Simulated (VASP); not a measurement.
The system is Ir2O.

```xyz
3
Lattice="4.2357 0.0000 0.0000 -2.1179 3.6682 0.0000 0.0000 0.0000 2.6277" Properties=species:S:1:pos:R:3 pbc="T T T"
Ir    0.0000    2.4455    0.0000
Ir    2.1179    1.2227    0.0000
O     0.0000    0.0000    0.0000
```

| Item | Value |
| --- | --- |
| Program | VASP 6.6.1 |
| Task | relaxation of cell and atoms |
| Functional | PBE |
| Potentials or basis | VASP PAW PBE potentials, release 64 (Ir, O) |
| Cutoff | 600 eV |
| k mesh | 6 × 6 × 6 |
| Occupations | gaussian, width 0.1 eV |
| Spin | no spin polarisation |

At the start: pressure 2.7 GPa; volume 13.61 Å³/atom.

Question: Where does the relaxation end?

Answer: Over 5 steps the energy falls by 6.0 meV/atom and the volume is 13.83 Å³/atom (+1.6 %); space group P6/mmm (No. 191, to 0.05 Å).

The path:
```
step  energy change (eV)  largest force (eV/Å)  pressure (GPa)  volume (Å³)
   1              0.0000                0.0000            2.75        40.83
   2             -0.0073                0.0000           -3.13        42.21
   3             -0.0177                0.0000           -0.75        41.59
   4             -0.0165                0.0000            1.43        41.29
   5             -0.0181                0.0000            0.00        41.49
```

Final structure:
```
CELL_PARAMETERS angstrom
4.23051 0.00000 0.00000
-2.11526 3.66373 0.00000
0.00000 0.00000 2.67655
ATOMIC_POSITIONS crystal
Ir 0.33333 0.66667 0.00000
Ir 0.66667 0.33333 0.00000
O 0.00000 0.00000 0.00000
```

Caveat: the k points lie up to 0.39 Å⁻¹ apart in the final cell.
